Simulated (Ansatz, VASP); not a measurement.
**NaI in VASP and in Ansatz**

```xyz
2
Lattice="0.0000 3.2431 3.2431 3.2431 0.0000 3.2431 3.2431 3.2431 0.0000" Properties=species:S:1:pos:R:3 pbc="T T T"
Na    0.0000    0.0000    0.0000
I     3.2431    3.2431    3.2431
```

Alike in both runs: task single point; functional HSE06; k mesh 4 × 4 × 4; occupations fermi-dirac, width 0.05 eV; no spin polarisation.

|  | VASP | Ansatz |
| --- | --- | --- |
| version | VASP 6.6.1 | Ansatz 0.2.0 development build |
| potentials or method | VASP PAW PBE potentials, release 64 (Na_pv, I) | plane waves, PAW datasets (generated soft set 1) |
| plane-wave cutoff (eV) | 520 | 420 |
| valence electrons in the cell | 14 | 26 |

Ansatz gave:

```
gap on the k mesh at the Fermi level (eV) : 4.66
```

Task: Which values does VASP return?

Result: gap on the k mesh at the Fermi level (eV): 4.64.

VASP's potentials hold 14 valence electrons a cell and Ansatz's 26, so a difference there can come from the potentials and not from the codes. Ansatz's warnings: stress exchange threshold loose, stress scf threshold loose.

Spin-orbit coupling is off throughout.
